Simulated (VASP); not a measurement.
The system is GaN.

```
Ga N
1.0
     3.11508    0.00000    0.00000
    -1.55754    2.69774    0.00000
     0.00000    0.00000    5.06054
Ga N
2 2
Cartesian
  1.5575 0.8992 2.5303
  0.0000 1.7985 0.0000
  1.5575 0.8992 4.4280
  0.0000 1.7985 1.8977
```

Base run:

| Property | Result |
| --- | --- |
| Program | VASP 6.6.1 |
| Functional | revPBE |
| Dispersion | D4 |
| Potentials or basis | VASP PAW PBE potentials, release 64 (Ga_d, N) |
| Cutoff | 520 eV |
| k mesh | 10 × 10 × 5 |
| Occupations | fermi-dirac, width 0.05 eV |
| Spin | no spin polarisation |

Its results: band gap on the k mesh 2.43 eV, direct; pressure 11.3 GPa; largest force 0.143 eV/Å.

**Question.** The run is repeated on the same cell with these changes: dispersion from D4 to none. What comes out?

**Answer.** Band gap on the k mesh 2.43 eV, direct; pressure 24.7 GPa; largest force 0.155 eV/Å.

Dispersion adds attraction, which lowers the pressure at fixed volume and, as a term added to the energy, leaves the levels alone.

Caveats: the PAW data sets were made with another functional, which shifts forces and pressure a little.

